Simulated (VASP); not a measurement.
# CdInS2 (P-3m1) in VASP: notebook

Runs on CdInS2. Level: PBE. Tasks: single point.

Program: VASP 6.6.1. These are calculated values, not measurements. Logs are shortened: lines on timing, memory, paths and dates and some standing lists are left out, and cuts for length are marked.

**1. The cell of the first run**

It takes space group P-3m1 (No. 164, trigonal). Conventional cell: a = 3.986 Å, b = 3.986 Å, c = 7.452 Å, α = 90.00°, β = 90.00°, γ = 120.00°. Cd (site symmetry -3m) has 6 S at 2.92 Å and 2 In at 3.73 Å and 6 Cd at 3.99 Å within 4.0 Å. In (site symmetry -3m) has 6 S at 3.00 Å and 2 Cd at 3.73 Å and 6 In at 3.99 Å within 4.0 Å. Within 4.0 Å of S (site symmetry 3m) lie 3 Cd at 2.92 Å and 3 In at 3.00 Å and 6 S at 3.99 Å.

**2. Single point, PBE (25.63 Å³/atom)**

Contents of INCAR:

```
SYSTEM = CdInS2
PREC     = Accurate       ! precision mode
ENCUT    = 520            ! plane-wave cutoff, eV
EDIFF    = 1E-7           ! SCF threshold, eV
ISMEAR   = 0              ! smearing method
SIGMA    = 0.15           ! smearing width, eV
LREAL    = .FALSE.        ! projectors in reciprocal space
LASPH    = .TRUE.         ! aspherical terms in the spheres
NELM     = 100            ! most SCF steps
ALGO     = Normal         ! electronic algorithm
ISIF     = 2              ! what is computed and relaxed
LWAVE    = .FALSE.        ! write WAVECAR
LCHARG   = .FALSE.        ! write CHGCAR
GGA      = PE             ! functional
NBANDS   = 26             ! bands
```

Contents of KPOINTS:

```
Automatic mesh
0
G
  15 15 8
  0 0 0
```

Contents of POSCAR:

```
CdInS2
1.0
    3.9857990896      0.0000000000      0.0000000000
   -1.9928995448      3.4518032660      0.0000000000
    0.0000000000      0.0000000000      7.4518499779
Cd In S
1 1 2
Direct
    0.0000000000      0.0000000000      0.0000000000
    0.0000000000      0.0000000000      0.5000000000
    0.6666666667      0.3333333333      0.7578554487
    0.3333333333      0.6666666667      0.2421445513
```

Potentials or basis: VASP PAW PBE potentials, release 64 (Cd, In_d, S).

Started as:

```
cat potpaw_PBE.64/Cd/POTCAR potpaw_PBE.64/In_d/POTCAR potpaw_PBE.64/S/POTCAR > POTCAR
mpirun -np 1 vasp_std > vasp.out
```

OUTCAR:

```text
SYSTEM = CdInS2
   PREC = Accurate
   ENCUT = 520
   EDIFF = 1E-7
   ISMEAR = 0
   LREAL = .FALSE.
   LASPH = .TRUE.
   NELM = 100
   ISIF = 2
   GGA = PE

 ion  position               nearest neighbor table
   1  0.000  0.000  0.000-   3 2.92   4 2.92   3 2.92   4 2.92   3 2.92   4 2.92   2 3.73   2 3.73

   2  0.000  0.000  0.500-   3 3.00   4 3.00   3 3.00   4 3.00   3 3.00   4 3.00   1 3.73   1 3.73

   3  0.667  0.333  0.758-   1 2.92   1 2.92   1 2.92   2 3.00   2 3.00   2 3.00
   4  0.333  0.667  0.242-   1 2.92   1 2.92   1 2.92   2 3.00   2 3.00   2 3.00

  LATTYP: Found a hexagonal cell.
 ALAT       =     3.9857990896
 C/A-ratio  =     1.8696000000

  Lattice vectors:

 A1 = (   3.9857990896,   0.0000000000,   0.0000000000)
 A2 = (  -1.9928995448,   3.4518032660,   0.0000000000)
 A3 = (   0.0000000000,   0.0000000000,   7.4518499779)

Analysis of symmetry for initial positions (statically):
=====================================================================
 Subroutine PRICEL returns:
 Original cell was already a primitive cell.

 Routine SETGRP: Setting up the symmetry group for a
 hexagonal supercell.

 Subroutine GETGRP returns: Found 12 space group operations
 (whereof 12 operations were pure point group operations)
 out of a pool of 24 trial point group operations.

The static configuration has the point symmetry D_3d.

Analysis of symmetry for dynamics (positions and initial velocities):
=====================================================================
 Subroutine PRICEL returns:
 Original cell was already a primitive cell.

 Routine SETGRP: Setting up the symmetry group for a
 hexagonal supercell.

 Subroutine GETGRP returns: Found 12 space group operations
 (whereof 12 operations were pure point group operations)
 out of a pool of 24 trial point group operations.

The dynamic configuration has the point symmetry D_3d.

 Subroutine INISYM returns: Found 12 space group operations
 (whereof 12 operations are pure point group operations),
 and found     1 'primitive' translations

----------------------------------------------------------------------------------------

                                     Primitive cell

  volume of cell :     102.5240

  direct lattice vectors                    reciprocal lattice vectors
     3.985799090  0.000000000  0.000000000     0.250890719  0.144851824  0.000000000
    -1.992899545  3.451803266  0.000000000     0.000000000  0.289703648  0.000000000
     0.000000000  0.000000000  7.451849978     0.000000000  0.000000000  0.134194865

  length of vectors
     3.985799090  3.985799090  7.451849978     0.289703648  0.289703648  0.134194865

  position of ions in fractional coordinates (direct lattice)
     0.000000000  0.000000000  0.000000000
     0.000000000  0.000000000  0.500000000
     0.666666667  0.333333333  0.757855449
     0.333333333  0.666666667  0.242144551

  ion indices of the primitive-cell ions
   primitive index   ion index
                 1           1
                 2           2
                 3           3
                 4           4

----------------------------------------------------------------------------------------

 KPOINTS: Automatic mesh

Automatic generation of k-mesh.
 Grid dimensions read from file:
 generate k-points for:   15   15    8

 Generating k-lattice:

  Cartesian coordinates                     Fractional coordinates (reciprocal lattice)
     0.016726048  0.009656788  0.000000000     0.066666667  0.000000000  0.000000000
     0.000000000  0.019313577  0.000000000     0.000000000  0.066666667  0.000000000
     0.000000000  0.000000000  0.016774358     0.000000000  0.000000000  0.125000000

  Length of vectors
     0.019313577  0.019313577  0.016774358

  Shift w.r.t. Gamma in fractional coordinates (k-lattice)
     0.000000000  0.000000000  0.000000000

 Subroutine IBZKPT returns following result:
 ===========================================

 Found    192 irreducible k-points:

 Following reciprocal coordinates:
            Coordinates               Weight
  0.000000  0.000000  0.000000      1.000000
  0.066667  0.000000  0.000000      6.000000
  0.133333  0.000000  0.000000      6.000000
  0.200000 -0.000000  0.000000      6.000000
  0.266667  0.000000  0.000000      6.000000
  0.333333  0.000000  0.000000      6.000000
[... 16 lines left out ...]
  0.333333  0.200000  0.000000     12.000000
  0.400000  0.200000  0.000000      6.000000
 [... further k-points ...]
   k-points           NKPTS =    192   k-points in BZ     NKDIM =    192   number of bands    NBANDS=     26
   number of dos      NEDOS =    301   number of ions     NIONS =      4
   total plane-waves  NPLWV =  50400
   dimension x,y,z NGX =    30 NGY =   30 NGZ =   56
   dimension x,y,z NGXF=    60 NGYF=   60 NGZF=  112
   ions per type =               1   1   2
   NGX,Y,Z   is equivalent  to a cutoff of  12.51, 12.51, 12.49 a.u.
   NGXF,Y,Z  is equivalent  to a cutoff of  25.03, 25.03, 24.99 a.u.
 SYSTEM =  CdInS2
   PREC   = accura    normal or accurate (medium, high low for compatibility)
   ISTART =      0    job   : 0-new  1-cont  2-samecut
   ICHARG =      2    charge: 1-file 2-atom 10-const
   ISPIN  =      1    spin polarized calculation?
   LNONCOLLINEAR =      F non collinear calculations
   LSORBIT =      F    spin-orbit coupling
   LASPH  =      T    aspherical Exc in radial PAW
   ENCUT  =  520.0 eV  38.22 Ry    6.18 a.u.   7.41  7.41 13.86*2*pi/ulx,y,z
   NELM   =    100;   NELMIN=  2; NELMDL= -5     # of ELM steps
   EDIFF  = 0.1E-06   stopping-criterion for ELM
   LREAL  =      F    real-space projection
   EDIFFG = 0.1E-05   stopping-criterion for IOM
   NSW    =      0    number of steps for IOM
   IBRION =     -1    ionic relax: 0-MD 1-quasi-New 2-CG
   NFREE  =      0    steps in history (QN), initial steepest desc. (CG)
   ISIF   =      2    stress and relaxation
   ISYM   =      2    0-nonsym 1-usesym 2-fastsym
   POTIM  = 0.5000    time-step for ionic-motion
   TEBEG  =    0.0;   TEEND  =   0.0 temperature during run
   PSTRESS=    0.0 pullay stress
   NELECT =      37.0000    total number of electrons
   NUPDOWN=      -1.0000    fix difference up-down
   EMIN   =  10.00;   EMAX   =-10.00  energy-range for DOS
   EFERMI =   0.00;   METHOD = LEGACY
   ISMEAR =     0;   SIGMA  =   0.15  broadening in eV -4-tet -1-fermi 0-gaus
   EFERMI_NEDOS =   21; number of points for ismear=-14 and -15
   IALGO  =     38    algorithm
   IMIX   =      4    mixing-type and parameters
     AMIX     =   0.40;   BMIX     =  1.00
     AMIX_MAG =   1.60;   BMIX_MAG =  1.00
  volume/ion in A,a.u.               =      25.63       172.97
  Fermi-wavevector in a.u.,A,eV,Ry     =   1.165557  2.202584 18.483833  1.358523
  Thomas-Fermi vector in A             =   2.302081
   LORBIT       =      0    0 simple, 1 ext, 2 COOP (PROOUT), +10 PAW based schemes
   GGA     = PE    functional components
   LHFCALC =     F    Hartree Fock is set to
   AEXX    =    0.0000 exact exchange contribution
   IVDW    =     0    specifies the selected vdW correction
   LEPSILON=     F    determine dielectric tensor
   LRPA    =     F    only Hartree local field effects (RPA)
 non-spin polarized calculation
 Gauss-broadening in eV      SIGMA  =   0.15
  energy-cutoff  :      520.00
  volume of cell :      102.52
 maximum number of plane-waves:      2800
 NGX is ok and might be reduce to    30
   NGX = 15   NGY = 15   NGZ = 27

 number of electron      36.9999995 magnetization

 Free energy of the ion-electron system (eV)
  ---------------------------------------------------
  ext. energy  EPLUGINS =         0.00000000
  ---------------------------------------------------
  free energy    TOTEN  =       -12.68220492 eV

  energy without entropy =      -12.66500180  energy(sigma->0) =      -12.67360336

 E-fermi :   3.3930     XC(G=0):  -9.3834

 val. band max:        3.3876354397   @ k =   0.2667   0.1333   0.2500
 cond. band min:       3.3930911058   @ k =   0.3333   0.1333   0.5000
 fundamental gap:      0.0054556661
 Fermi energy:         3.3929611836

 k-point     1 :       0.0000    0.0000    0.0000
  band No.  band energies     occupation
      1     -10.8556      2.00000
      2     -10.8556      2.00000
      3     -10.8240      2.00000
      4     -10.7863      2.00000
      5     -10.7863      2.00000
      6      -9.2589      2.00000
[... 18 lines left out ...]
     25      10.5770      0.00000
     26      10.5770      0.00000

 k-point     2 :       0.0667    0.0000    0.0000
  band No.  band energies     occupation
      1     -10.8579      2.00000
      2     -10.8527      2.00000
      3     -10.8223      2.00000
      4     -10.7911      2.00000
      5     -10.7868      2.00000
      6      -9.2331      2.00000
[... 18 lines left out ...]
     25      10.3646      0.00000
     26      10.4231      0.00000

 k-point     3 :       0.1333    0.0000    0.0000
  band No.  band energies     occupation
      1     -10.8660      2.00000
      2     -10.8446      2.00000
      3     -10.8173      2.00000
      4     -10.8027      2.00000
      5     -10.7881      2.00000
      6      -9.1579      2.00000
[... 18 lines left out ...]
     25      10.2365      0.00000
     26      10.5337      0.00000

 k-point     4 :       0.2000   -0.0000    0.0000
  band No.  band energies     occupation
      1     -10.8812      2.00000
      2     -10.8327      2.00000
      3     -10.8184      2.00000
      4     -10.8071      2.00000
      5     -10.7899      2.00000
      6      -9.0404      2.00000
[... 18 lines left out ...]
     25      10.0876      0.00000
     26      10.3471      0.00000
[... 496 lines left out ...]
      1     -10.9165      2.00000
      2     -10.8337      2.00000
      3     -10.8283      2.00000
      4     -10.8025      2.00000
      5     -10.7790      2.00000
      6      -8.5683      2.00000
[... 18 lines left out ...]
     25       9.8670      0.00000
     26      10.6816      0.00000

 k-point    23 :       0.3333    0.2000    0.0000
  band No.  band energies     occupation
      1     -10.9208      2.00000
      2     -10.8384      2.00000
      3     -10.8291      2.00000
      4     -10.7982      2.00000
      5     -10.7779      2.00000
      6      -8.4640      2.00000
[... 18 lines left out ...]
     25       9.5778      0.00000
     26      10.5445      0.00000

 k-point    24 :       0.4000    0.2000    0.0000
  band No.  band energies     occupation
      1     -10.9223      2.00000
      2     -10.8402      2.00000
      3     -10.8295      2.00000
      4     -10.7957      2.00000
      5     -10.7782      2.00000
      6      -8.4181      2.00000
[... 18 lines left out ...]
     25       9.2254      0.00000
     26      10.4866      0.00000

 [... further k-points ...]

------------------------ aborting loop because EDIFF is reached ----------------------------------------

  FORCE on cell =-STRESS in cart. coord.  units (eV):
  Direction    XX          YY          ZZ          XY          YZ          ZX
  --------------------------------------------------------------------------------------
  -------------------------------------------------------------------------------------
  Total       -2.9801379     -2.9801379     -6.7657457      0.0000000      0.0000000      0.0000000
  in kB      -46.5716266    -46.5716266   -105.7306029      0.0000000      0.0000000      0.0000000
  external PRESSURE =     -66.2912854 kB  Pullay stress =       0.0000000 kB

 VOLUME and BASIS-vectors are now :
 -----------------------------------------------------------------------------
  energy-cutoff  :      520.00
  volume of cell :      102.52
      direct lattice vectors                 reciprocal lattice vectors
     3.985799090  0.000000000  0.000000000     0.250890719  0.144851824  0.000000000
    -1.992899545  3.451803266  0.000000000     0.000000000  0.289703648  0.000000000
     0.000000000  0.000000000  7.451849978     0.000000000  0.000000000  0.134194865

 POSITION                                       TOTAL-FORCE (eV/Angst)
 -----------------------------------------------------------------------------------
      0.00000      0.00000      0.00000        -0.000000      0.000000     -0.000000
      0.00000      0.00000      3.72592        -0.000000      0.000000     -0.000000
      1.99290      1.15060      5.64743         0.000000      0.000000      0.058214
     -0.00000      2.30120      1.80442        -0.000000     -0.000000     -0.058214
 -----------------------------------------------------------------------------------
    total drift:                               -0.000000      0.000000      0.000000

  FREE ENERGIE OF THE ION-ELECTRON SYSTEM (eV)
  ---------------------------------------------------
  free  energy   TOTEN  =       -12.6822049185 eV

  energy  without entropy=      -12.6650018013  energy(sigma->0) =      -12.67360336
```

Run time: 4.9 min. Hardware: 1 thread of Intel Xeon 6975P-C (Granite Rapids), shared host; peak memory 0.61 GiB.

Results:

| Item | Value |
| --- | --- |
| Free energy | -12.6822 eV |
| Pressure | -6.6 GPa |
| Largest force | 0.058 eV/Å |
| Band gap on the k mesh | zero (an odd number of electrons rules out a gap without spin polarisation) |

Forces in eV/Å, atoms in the order of the input:
```
Cd   0.000  0.000  0.000
In   0.000  0.000  0.000
S    0.000  0.000  0.058
S    0.000  0.000 -0.058
```

Caveat: the stress differs along the axes, from -11 to -5 GPa; spin-orbit coupling is left out, which moves the levels of the heavy elements; an odd number of electrons without spin polarisation forces a metal; a magnetic or distorted state may lie lower.

**3. Single point, PBE (25.63 Å³/atom)**

Contents of INCAR:

```
SYSTEM = CdInS2
ALGO = Normal
EDIFF = 1E-7
ENCUT = 520
GGA = PE
ISIF = 2
ISMEAR = 0
LASPH = .True.
LCHARG = .False.
LREAL = .False.
LWAVE = .False.
NBANDS = 26
NELM = 100
PREC = Accurate
SIGMA = 0.15
```

Contents of KPOINTS:

```
k-points
0
Gamma
  15 15 8
  0 0 0
```

Contents of POSCAR:

```
CdInS2
1.0
    4.3215678537      0.0000000000      0.0000000000
   -2.1607839268      3.7425875455      0.0000000000
    0.0000000000      0.0000000000      6.3388757278
Cd In S
1 1 2
Direct
    0.0000000000      0.0000000000      0.0000000000
    0.0000000000      0.0000000000      0.5000000000
    0.6666666667      0.3333333333      0.7578554487
    0.3333333333      0.6666666667      0.2421445513
```

Potentials or basis: VASP PAW PBE potentials, release 64 (Cd, In_d, S).

Started as:

```
cat potpaw_PBE.64/Cd/POTCAR potpaw_PBE.64/In_d/POTCAR potpaw_PBE.64/S/POTCAR > POTCAR
mpirun -np 1 vasp_std > vasp.out
```

Wall time 3.5 min (1 thread of Intel Xeon 6975P-C (Granite Rapids), shared host); peak memory 0.6 GiB.

Results (log left out):

```
Free energy            : -12.4628 eV
Pressure               : -5.2 GPa
Largest force          : 0.181 eV/Å
Band gap on the k mesh : zero (an odd number of electrons rules out a gap without spin polarisation)
```

Forces on the atoms (eV/Å):
```
Cd   0.000  0.000  0.000
In   0.000  0.000  0.000
S    0.000  0.000  0.181
S    0.000  0.000 -0.181
```

Stress tensor (GPa, compression positive):
```
-8.02  0.00  0.00
 0.00 -8.02  0.00
 0.00  0.00  0.47
```

Levels at points of the mesh, in eV from the Fermi level:
```csv
k point,band 16,band 17,band 18,band 19,band 20,band 21,band 22,band 23
"(0.00, 0.00, 0.00)",-2.00,-1.64,-1.64,-1.30,0.94,3.67,4.08,4.08
"(0.00, 0.00, 0.50)",-1.84,-1.73,-1.73,-0.04,0.34,4.08,4.08,4.92
```

Caveat: the stress differs along the axes, from -8 to 0 GPa; spin-orbit coupling is left out, which moves the levels of the heavy elements; an odd number of electrons without spin polarisation forces a metal; a magnetic or distorted state may lie lower.

[end of part 1 of 2]

The gap in the log of VASP goes by the Fermi energy; the results here count the filled bands.